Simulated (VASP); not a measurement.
Crystal: CdS (Greenockite).

```
Cd S
1.0
     4.06528    0.00000    0.00000
    -2.03264    3.52064    0.00000
     0.00000    0.00000    6.59947
Cd S
2 2
Cartesian
  2.0326 1.1735 3.2997
  0.0000 2.3471 0.0000
  2.0326 1.1735 5.7745
  0.0000 2.3471 2.4748
```

This cell differs from its parent crystal: volume scaled by 0.94.

Base run:

- Program: VASP 6.6.1
- Functional: PBE
- Potentials or basis: VASP PAW PBE potentials, release 64 (Cd, S)
- Cutoff: 520 eV
- k mesh: 7 × 7 × 4
- Occupations: fermi-dirac, width 0.05 eV
- Spin: no spin polarisation

Its results: band gap on the k mesh 1.34 eV, direct; pressure 7.0 GPa; largest force 0.082 eV/Å.

**Question.** The run is repeated on the same cell with these changes: functional from PBE to PBEsol. What comes out?

**Answer.** Band gap on the k mesh 1.20 eV, direct; pressure 3.6 GPa; largest force 0.079 eV/Å.

PBEsol binds more tightly than PBE, so the same cell stands under less pressure.

Caveats: the PAW data sets were made with another functional, which shifts forces and pressure a little (some runs).

